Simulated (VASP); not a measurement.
# Au (I4/mmm) in VASP: a series of runs, part 2 of 2

VASP 6.6.1. The steps go on from the part before.

### 3 Single point, r2SCAN (strain +0.000 along x and y, -0.025 along z)

File POSCAR:

```
Au
1.0
   -1.6572690000      1.6572690000      1.6158372750
    1.6572690000     -1.6572690000      1.6158372750
    1.6572690000      1.6572690000     -1.6158372750
Au
1
Direct
    0.0000000000      0.0000000000      0.0000000000
```

File INCAR.step1:

```
SYSTEM = Au
PREC     = Accurate       ! precision mode
ENCUT    = 520            ! plane-wave cutoff, eV
ISMEAR   = 0              ! smearing method
SIGMA    = 0.15           ! smearing width, eV
LREAL    = .FALSE.        ! projectors in reciprocal space
LASPH    = .TRUE.         ! aspherical terms in the spheres
NELM     = 100            ! most SCF steps
NBANDS   = 12             ! bands
GGA      = PE             ! functional
ALGO     = Normal         ! electronic algorithm
EDIFF    = 1E-4           ! SCF threshold, eV
LWAVE    = .TRUE.         ! write WAVECAR
LCHARG   = .FALSE.        ! write CHGCAR
```

File INCAR.step2:

```
SYSTEM = Au
PREC     = Accurate       ! precision mode
ENCUT    = 520            ! plane-wave cutoff, eV
EDIFF    = 1E-7           ! SCF threshold, eV
ISMEAR   = 0              ! smearing method
SIGMA    = 0.15           ! smearing width, eV
LREAL    = .FALSE.        ! projectors in reciprocal space
LASPH    = .TRUE.         ! aspherical terms in the spheres
NELM     = 100            ! most SCF steps
ALGO     = Normal         ! electronic algorithm
ISIF     = 2              ! what is computed and relaxed
LWAVE    = .FALSE.        ! write WAVECAR
LCHARG   = .TRUE.         ! write CHGCAR
METAGGA  = R2SCAN         ! meta-GGA
LMIXTAU  = .TRUE.       
LELF     = .TRUE.         ! ELF
LVHAR    = .TRUE.       
NBANDS   = 12             ! bands
ISTART   = 1
```

File KPOINTS:

```
regular mesh
0
G
  20 20 20
  0 0 0
```

Potentials or basis: VASP PAW PBE potentials, release 64 (Au).

Command:

```console
$ cat potpaw_PBE.64/Au/POTCAR > POTCAR
$ cp INCAR.step1 INCAR
$ mpirun -np 1 vasp_std > vasp.out
$ cp INCAR.step2 INCAR
$ mpirun -np 1 vasp_std > vasp.out
```

Wall time 10 min (1 thread of Intel Xeon 8259CL, shared host); peak memory 0.26 GiB.

The run converged. Its results:

```yaml
Free_energy: -50.5759 eV
Pressure: -1.1 GPa
Band_gap_on_the_k_mesh: zero (an odd number of electrons rules out a gap without spin polarisation)
```

Levels at points of the mesh, in eV from the Fermi level:
```tsv
k point	band 2	band 3	band 4	band 5	band 6	band 7	band 8	band 9	band 10	band 11
(0.00, 0.00, 0.00)	-5.11	-4.95	-4.95	-3.25	-3.06	17.17	17.17	17.65	24.17	24.17
(0.50, 0.00, 0.00)	-6.10	-3.26	-2.91	-1.64	-0.32	3.45	12.87	13.95	21.85	22.39
(0.50, 0.50, 0.00)	-5.92	-3.42	-3.03	-1.67	-0.46	3.23	13.25	14.54	22.63	22.77
(0.50, 0.50, 0.50)	-6.83	-2.03	-2.03	-1.97	6.28	6.28	7.04	9.54	15.95	16.50
```

Caveat: the cell differs from its parent crystal (strain +0.000 along x and y, -0.025 along z); the PAW data sets were made with another functional, which shifts forces and pressure a little; spin-orbit coupling is left out, which moves the levels of the heavy elements.

### 4 Single point, r2SCAN (strain +0.000 along x and y, +0.025 along z)

File POSCAR:

```
Au
1.0
   -1.6572690000      1.6572690000      1.6987007250
    1.6572690000     -1.6572690000      1.6987007250
    1.6572690000      1.6572690000     -1.6987007250
Au
1
Direct
    0.0000000000      0.0000000000      0.0000000000
```

File INCAR.step1:

```
SYSTEM = Au
PREC = Accurate
ENCUT = 520
ISMEAR = 0
SIGMA = 0.15
LREAL = .False.
LASPH = .True.
NELM = 100
NBANDS = 12
GGA = PE
ALGO = Normal
EDIFF = 1E-4
LWAVE = .True.
LCHARG = .False.
```

File INCAR.step2:

```
SYSTEM = Au
PREC = Accurate
ENCUT = 520
EDIFF = 1E-7
ISMEAR = 0
SIGMA = 0.15
LREAL = .False.
LASPH = .True.
NELM = 100
ALGO = Normal
ISIF = 2
LWAVE = .False.
LCHARG = .False.
METAGGA = R2SCAN
LMIXTAU = .True.
NBANDS = 12
ISTART = 1
```

File KPOINTS:

```
regular mesh
0
Gamma
  20 20 20
  0 0 0
```

Potentials or basis: VASP PAW PBE potentials, release 64 (Au).

Command:

```console
$ cat potpaw_PBE.64/Au/POTCAR > POTCAR
$ cp INCAR.step1 INCAR
$ mpirun -np 1 vasp_std > vasp.out
$ cp INCAR.step2 INCAR
$ mpirun -np 1 vasp_std > vasp.out
```

OUTCAR:

```text
SYSTEM = Au
   PREC = Accurate
   ENCUT = 520
   EDIFF = 1E-7
   ISMEAR = 0
   LREAL = .False.
   LASPH = .True.
   NELM = 100
   ISIF = 2
   METAGGA = R2SCAN
   ISTART = 1

 ion  position               nearest neighbor table
   1  0.000  0.000  0.000-

  LATTYP: Found a body centered tetragonal cell.
 ALAT       =     3.3145380000
 C/A-ratio  =     1.0250000000

  Lattice vectors:

 A1 = (  -1.6572690000,   1.6572690000,   1.6987007250)
 A2 = (   1.6572690000,  -1.6572690000,   1.6987007250)
[... 540 lines left out ...]
     12      31.1138      0.00000

 [... further k-points ...]

------------------------ aborting loop because EDIFF is reached ----------------------------------------

  FORCE on cell =-STRESS in cart. coord.  units (eV):
  Direction    XX          YY          ZZ          XY          YZ          ZX
  --------------------------------------------------------------------------------------
  -------------------------------------------------------------------------------------
  Total       -0.8564063     -0.8564063     -0.8338613      0.0000000      0.0000000      0.0000000
  in kB      -73.5237323    -73.5237323    -71.5882172      0.0000000      0.0000000      0.0000000
  external PRESSURE =     -72.8785606 kB  Pullay stress =       0.0000000 kB

 VOLUME and BASIS-vectors are now :
 -----------------------------------------------------------------------------
  energy-cutoff  :      520.00
  volume of cell :       18.66
      direct lattice vectors                 reciprocal lattice vectors
    -1.657269000  1.657269000  1.698700725     0.000000000  0.301701172  0.294342607
     1.657269000 -1.657269000  1.698700725     0.301701172  0.000000000  0.294342607
     1.657269000  1.657269000 -1.698700725     0.301701172  0.301701172  0.000000000

 POSITION                                       TOTAL-FORCE (eV/Angst)
 -----------------------------------------------------------------------------------
      0.00000      0.00000      0.00000        -0.000000     -0.000000      0.000000
 -----------------------------------------------------------------------------------
    total drift:                                0.000000      0.000000     -0.000000

  FREE ENERGIE OF THE ION-ELECTRON SYSTEM (eV)
  ---------------------------------------------------
  free  energy   TOTEN  =       -50.5513719790 eV

  energy  without entropy=      -50.5472095185  energy(sigma->0) =      -50.54929075
```

OSZICAR.step1:

```text
N       E                     dE             d eps       ncg     rms          rms(c)
DAV:   1     0.492603844258E+02    0.49260E+02   -0.54785E+03 15920   0.805E+02
DAV:   2    -0.275578340924E+01   -0.52016E+02   -0.48980E+02 18152   0.183E+02
DAV:   3    -0.345948734022E+01   -0.70370E+00   -0.70312E+00 18276   0.206E+01
DAV:   4    -0.346193925587E+01   -0.24519E-02   -0.24518E-02 17468   0.141E+00
DAV:   5    -0.346195871674E+01   -0.19461E-04   -0.19461E-04 18000   0.120E-01    0.690E+00
DAV:   6    -0.320744573954E+01    0.25451E+00   -0.77408E-01 16424   0.685E+00    0.464E+00
DAV:   7    -0.319417902668E+01    0.13267E-01   -0.44697E-02 17744   0.167E+00    0.252E+00
DAV:   8    -0.319247200024E+01    0.17070E-02   -0.97808E-04 16792   0.262E-01    0.229E-01
DAV:   9    -0.319245724100E+01    0.14759E-04   -0.74524E-06  9420   0.237E-02
   1 F= -.31924572E+01 E0= -.31905877E+01  d E =-.373901E-02
```

Run time: 8.9 min. Hardware: 1 thread of Intel Xeon 8259CL, shared host; peak memory 0.27 GiB.

Results:

- Free energy: -50.5514 eV
- Pressure: -7.3 GPa
- Band gap on the k mesh: zero (an odd number of electrons rules out a gap without spin polarisation)

Levels at points of the mesh, in eV from the Fermi level:
```csv
k point,band 4,band 5,band 6,band 7,band 8,band 9
"(0.00, 0.00, 0.00)",-4.65,-3.12,-2.96,17.01,17.42,17.42
"(0.50, 0.00, 0.00)",-2.89,-1.68,-0.19,3.02,13.05,13.95
"(0.50, 0.50, 0.00)",-2.83,-1.64,-0.06,3.22,12.67,13.39
"(0.50, 0.50, 0.50)",-1.98,-1.98,6.01,6.71,6.71,8.93
```

Caveat: the cell differs from its parent crystal (strain +0.000 along x and y, +0.025 along z); the cell stands under tension; the PAW data sets were made with another functional, which shifts forces and pressure a little; spin-orbit coupling is left out, which moves the levels of the heavy elements.

### 5 The runs side by side

```csv
cell,gap on the mesh (eV),pressure (GPa)
"a = 2.823 Å, angles 110.2, 110.2, 108.1°, 1 atom",none,2.8
"a = 2.847 Å, angles 108.8, 108.8, 110.8°, 1 atom",none,-1.1
"a = 2.895 Å, angles 110.1, 110.1, 108.1°, 1 atom",none,-7.3
```

Alike in all rows: task single point; level r2SCAN; potentials or basis VASP PAW PBE potentials, release 64 (Au); no spin polarisation; k mesh 20 × 20 × 20; cutoff (eV) 520; smearing gaussian 0.15 eV.

Caveats: the PAW data sets were made with another functional, which shifts forces and pressure a little; spin-orbit coupling is left out, which moves the levels of the heavy elements; the cell stands under tension (at least some runs).

Absolute energies hang on the potentials; compare differences alone.
